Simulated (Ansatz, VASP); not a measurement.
## Two plane-wave programs on Hf6Be

```xyz
7
Lattice="7.1243 0.0000 0.0000 0.0000 7.1243 0.0000 0.0000 0.0000 7.1243" Properties=species:S:1:pos:R:3 pbc="T T T"
Hf    1.5453    3.5621    3.5621
Hf    3.5621    3.5621    5.5790
Hf    3.5621    3.5621    1.5453
Hf    3.5621    1.5453    3.5621
Hf    3.5621    5.5790    3.5621
Hf    5.5790    3.5621    3.5621
Be    0.0000    0.0000    0.0000
```

Change from the starting cell: species swapped into the CaB6 type (Pm-3m, No. 221).

Alike in both runs: task relaxation of cell and atoms; functional PBE; k mesh 6 × 6 × 6; occupations gaussian, width 0.1 eV; no spin polarisation.

|  | VASP | Ansatz |
| --- | --- | --- |
| version | VASP 6.6.1 | Ansatz 0.2.0 |
| potentials or method | VASP PAW PBE potentials, release 64 (Hf_pv, Be), cutoff 600 eV | scalar-relativistic, plane waves, PAW |
| valence electrons in the cell | 62 | 158 |

Ansatz gave:

* gap on the k mesh at the Fermi level, each at its own relaxed structure (eV): none
* relaxed volume (Å³/atom): 52.55
* relaxed cell length with the largest relative difference (Å): 7.165

What did VASP give for the same quantities?

gap on the k mesh at the Fermi level, each at its own relaxed structure (eV): none; relaxed volume (Å³/atom): 52.38; relaxed cell length with the largest relative difference (Å): 7.157.

A gap of «none» marks a metal or a gap that the smearing closes. VASP's potentials hold 62 valence electrons a cell and Ansatz's 158, so a difference there can come from the potentials and not from the codes.

Neither program's run includes spin-orbit coupling.
